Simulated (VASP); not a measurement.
# BaTiO3 (P4/mmm) in VASP: a series of runs, part 2 of 2

VASP 6.6.1. The steps go on from the part before.

## Step 3: Single point, PBE (strain -0.0300 x Voigt [0, 0, 1, 0, 0, 0])

Input file INCAR:

```
ALGO     = Normal         # electronic algorithm
EDIFF    = 1E-6           # SCF threshold, eV
ENCUT    = 1340           # plane-wave cutoff, eV
GGA      = PE             # functional
GGA_COMPAT= False        
ISIF     = 2              # what is computed and relaxed
ISMEAR   = 0              # smearing method
LASPH    = True           # aspherical terms in the spheres
LCHARG   = False          # write CHGCAR
LREAL    = False          # projectors in reciprocal space
LWAVE    = False          # write WAVECAR
NBANDS   = 28             # bands
NELM     = 120            # most SCF steps
PREC     = Accurate       # precision mode
SIGMA    = 0.05           # smearing width, eV
```

Input file KPOINTS:

```
k-points
0
Gamma
  8 8 8
```

Input file POSCAR:

```
BaTiO3
1.0
    4.0192501416      0.0000000000      0.0000000000
    0.0000000000      4.0192501416      0.0000000000
    0.0000000000      0.0000000000      3.8986726374
Ba Ti O
1 1 3
Direct
    0.5000000000      0.5000000000      0.5000000000
    0.0000000000      0.0000000000      0.0000000000
    0.5000000000      0.0000000000      0.0000000000
    0.0000000000      0.5000000000      0.0000000000
    0.0000000000      0.0000000000      0.5000000000
```

Potentials or basis: VASP PAW PBE potentials, release 64 (Ba_sv, Ti_sv, O_h).

Started as:

```bash
cat potpaw_PBE.64/Ba_sv/POTCAR potpaw_PBE.64/Ti_sv/POTCAR potpaw_PBE.64/O_h/POTCAR > POTCAR
mpirun -np 1 vasp_std > vasp.out
```

OUTCAR:

```text
EDIFF = 1E-6
   ENCUT = 1340
   GGA = PE
   ISIF = 2
   ISMEAR = 0
   LASPH = True
   LREAL = False
   NELM = 120
   PREC = Accurate

 ion  position               nearest neighbor table
   1  0.500  0.500  0.500-   3 2.80   4 2.80   3 2.80   4 2.80   3 2.80   3 2.80   4 2.80   4 2.80
                             5 2.84   5 2.84   5 2.84   5 2.84   2 3.45   2 3.45   2 3.45   2 3.45
   2  0.000  0.000  0.000-   5 1.95   5 1.95   3 2.01   4 2.01   4 2.01   3 2.01   1 3.45   1 3.45
                             1 3.45   1 3.45   1 3.45   1 3.45   1 3.45   1 3.45
   3  0.500  0.000  0.000-   2 2.01   2 2.01   1 2.80   1 2.80   1 2.80   1 2.80
   4  0.000  0.500  0.000-   2 2.01   2 2.01   1 2.80   1 2.80   1 2.80   1 2.80
   5  0.000  0.000  0.500-   2 1.95   2 1.95   1 2.84   1 2.84   1 2.84   1 2.84

  LATTYP: Found a simple tetragonal cell.
 ALAT       =     4.0192501416
 C/A-ratio  =     0.9700000000

  Lattice vectors:

 A1 = (   4.0192501416,   0.0000000000,   0.0000000000)
 A2 = (   0.0000000000,   4.0192501416,   0.0000000000)
 A3 = (   0.0000000000,   0.0000000000,   3.8986726374)

Analysis of symmetry for initial positions (statically):
=====================================================================
 Subroutine PRICEL returns:
 Original cell was already a primitive cell.

 Routine SETGRP: Setting up the symmetry group for a
 simple tetragonal supercell.

 Subroutine GETGRP returns: Found 16 space group operations
 (whereof 16 operations were pure point group operations)
 out of a pool of 16 trial point group operations.

The static configuration has the point symmetry D_4h.

Analysis of symmetry for dynamics (positions and initial velocities):
=====================================================================
 Subroutine PRICEL returns:
 Original cell was already a primitive cell.

 Routine SETGRP: Setting up the symmetry group for a
 simple tetragonal supercell.

 Subroutine GETGRP returns: Found 16 space group operations
 (whereof 16 operations were pure point group operations)
 out of a pool of 16 trial point group operations.

The dynamic configuration has the point symmetry D_4h.

 Subroutine INISYM returns: Found 16 space group operations
 (whereof 16 operations are pure point group operations),
 and found     1 'primitive' translations

----------------------------------------------------------------------------------------

                                     Primitive cell

  volume of cell :      62.9806

  direct lattice vectors                    reciprocal lattice vectors
     4.019250142  0.000000000  0.000000000     0.248802629  0.000000000  0.000000000
     0.000000000  4.019250142  0.000000000     0.000000000  0.248802629  0.000000000
     0.000000000  0.000000000  3.898672637     0.000000000  0.000000000  0.256497555

  length of vectors
     4.019250142  4.019250142  3.898672637     0.248802629  0.248802629  0.256497555

  position of ions in fractional coordinates (direct lattice)
     0.500000000  0.500000000  0.500000000
     0.000000000  0.000000000  0.000000000
     0.500000000  0.000000000  0.000000000
     0.000000000  0.500000000  0.000000000
     0.000000000  0.000000000  0.500000000

  ion indices of the primitive-cell ions
[... 25 lines left out ...]
  Shift w.r.t. Gamma in fractional coordinates (k-lattice)
     0.000000000  0.000000000  0.000000000

 Subroutine IBZKPT returns following result:
 ===========================================

 Found     75 irreducible k-points:

 Following reciprocal coordinates:
            Coordinates               Weight
  0.000000  0.000000  0.000000      1.000000
  0.125000  0.000000  0.000000      4.000000
  0.250000  0.000000  0.000000      4.000000
  0.375000  0.000000  0.000000      4.000000
  0.500000  0.000000  0.000000      2.000000
  0.125000  0.125000  0.000000      4.000000
[... 16 lines left out ...]
  0.375000  0.125000  0.125000     16.000000
  0.500000  0.125000  0.125000      8.000000
 [... further k-points ...]
   k-points           NKPTS =     75   k-points in BZ     NKDIM =     75   number of bands    NBANDS=     28
   number of dos      NEDOS =    301   number of ions     NIONS =      5
   total plane-waves  NPLWV = 110592
   dimension x,y,z NGX =    48 NGY =   48 NGZ =   48
   dimension x,y,z NGXF=    96 NGYF=   96 NGZF=   96
   ions per type =               1   1   3
   NGX,Y,Z   is equivalent  to a cutoff of  19.85, 19.85, 20.47 a.u.
   NGXF,Y,Z  is equivalent  to a cutoff of  39.71, 39.71, 40.94 a.u.
 SYSTEM =  unknown system
   PREC   = accura    normal or accurate (medium, high low for compatibility)
   ISTART =      0    job   : 0-new  1-cont  2-samecut
   ICHARG =      2    charge: 1-file 2-atom 10-const
   ISPIN  =      1    spin polarized calculation?
   LNONCOLLINEAR =      F non collinear calculations
   LSORBIT =      F    spin-orbit coupling
   LASPH  =      T    aspherical Exc in radial PAW
   ENCUT  = 1340.0 eV  98.49 Ry    9.92 a.u.  12.00 12.00 11.64*2*pi/ulx,y,z
   NELM   =    120;   NELMIN=  2; NELMDL= -5     # of ELM steps
   EDIFF  = 0.1E-05   stopping-criterion for ELM
   LREAL  =      F    real-space projection
   EDIFFG = 0.1E-04   stopping-criterion for IOM
   NSW    =      0    number of steps for IOM
   IBRION =     -1    ionic relax: 0-MD 1-quasi-New 2-CG
   NFREE  =      0    steps in history (QN), initial steepest desc. (CG)
   ISIF   =      2    stress and relaxation
   ISYM   =      2    0-nonsym 1-usesym 2-fastsym
   POTIM  = 0.5000    time-step for ionic-motion
   TEBEG  =    0.0;   TEEND  =   0.0 temperature during run
   PSTRESS=    0.0 pullay stress
   NELECT =      40.0000    total number of electrons
   NUPDOWN=      -1.0000    fix difference up-down
   EMIN   =  10.00;   EMAX   =-10.00  energy-range for DOS
   EFERMI =   0.00;   METHOD = LEGACY
   ISMEAR =     0;   SIGMA  =   0.05  broadening in eV -4-tet -1-fermi 0-gaus
   EFERMI_NEDOS =   21; number of points for ismear=-14 and -15
   IALGO  =     38    algorithm
   IMIX   =      4    mixing-type and parameters
     AMIX     =   0.40;   BMIX     =  1.00
     AMIX_MAG =   1.60;   BMIX_MAG =  1.00
  volume/ion in A,a.u.               =      12.60        85.00
  Fermi-wavevector in a.u.,A,eV,Ry     =   1.407211  2.659243 26.942838  1.980243
  Thomas-Fermi vector in A             =   2.529493
   LORBIT       =      0    0 simple, 1 ext, 2 COOP (PROOUT), +10 PAW based schemes
   GGA     = PE    functional components
   LHFCALC =     F    Hartree Fock is set to
   AEXX    =    0.0000 exact exchange contribution
   IVDW    =     0    specifies the selected vdW correction
   LEPSILON=     F    determine dielectric tensor
   LRPA    =     F    only Hartree local field effects (RPA)
 non-spin polarized calculation
 Gauss-broadening in eV      SIGMA  =   0.05
  energy-cutoff  :     1340.00
  volume of cell :       62.98
 maximum number of plane-waves:      7046
 NGX is ok and might be reduce to    48
   NGX = 23   NGY = 23   NGZ = 23

 number of electron      40.0000000 magnetization

 Free energy of the ion-electron system (eV)
  ---------------------------------------------------
  ext. energy  EPLUGINS =         0.00000000
  ---------------------------------------------------
  free energy    TOTEN  =       -39.92760688 eV

  energy without entropy =      -39.92760688  energy(sigma->0) =      -39.92760688

 E-fermi :   4.6746     XC(G=0): -11.3581

 val. band max:        4.3638716402   @ k =   0.5000   0.5000   0.5000
 cond. band min:       6.0832391689   @ k =   0.0000   0.0000   0.0000
 fundamental gap:      1.7193675287
 Fermi energy:         4.6745847522

 k-point     1 :       0.0000    0.0000    0.0000
  band No.  band energies     occupation
      1     -52.2207      2.00000
      2     -28.4544      2.00000
      3     -28.4367      2.00000
      4     -28.4367      2.00000
      5     -20.4334      2.00000
      6     -12.6277      2.00000
[... 733 lines left out ...]
     27      12.3570      0.00000
     28      13.2939      0.00000

 [... further k-points ...]
[... 5 lines left out ...]
  --------------------------------------------------------------------------------------
  -------------------------------------------------------------------------------------
  Total        1.9725030      1.9725030      4.6309201      0.0000000     -0.0000000      0.0000000
  in kB       50.1789311     50.1789311    117.8069816      0.0000000     -0.0000000      0.0000000
  external PRESSURE =      72.7216146 kB  Pullay stress =       0.0000000 kB

 VOLUME and BASIS-vectors are now :
 -----------------------------------------------------------------------------
  energy-cutoff  :     1340.00
  volume of cell :       62.98
      direct lattice vectors                 reciprocal lattice vectors
     4.019250142  0.000000000  0.000000000     0.248802629  0.000000000  0.000000000
     0.000000000  4.019250142  0.000000000     0.000000000  0.248802629  0.000000000
     0.000000000  0.000000000  3.898672637     0.000000000  0.000000000  0.256497555

 POSITION                                       TOTAL-FORCE (eV/Angst)
 -----------------------------------------------------------------------------------
      2.00963      2.00963      1.94934         0.000000      0.000000      0.000000
      0.00000      0.00000      0.00000         0.000000      0.000000      0.000000
      2.00963      0.00000      0.00000         0.000000      0.000000      0.000000
      0.00000      2.00963      0.00000         0.000000      0.000000      0.000000
      0.00000      0.00000      1.94934         0.000000      0.000000      0.000000
 -----------------------------------------------------------------------------------
    total drift:                                0.000000      0.000000      0.000000

  FREE ENERGIE OF THE ION-ELECTRON SYSTEM (eV)
  ---------------------------------------------------
  free  energy   TOTEN  =       -39.9276068803 eV

  energy  without entropy=      -39.9276068803  energy(sigma->0) =      -39.92760688
```

Wall time 8.5 min (1 thread of Intel Xeon Platinum 8259CL at 2.50GHz (Skylake/Cascade Lake), shared host); peak memory 0.71 GiB.

Results:

```yaml
Free_energy: -39.9276 eV
Pressure: 7.3 GPa
Band_gap_on_the_k_mesh: 1.72 eV (least direct gap 1.85 eV)
```

Caveat: the cell differs from its parent crystal (strain -0.0300 x Voigt [0, 0, 1, 0, 0, 0]); the stress differs along the axes, from 5 to 12 GPa; spin-orbit coupling is left out, which moves the levels of the heavy elements.
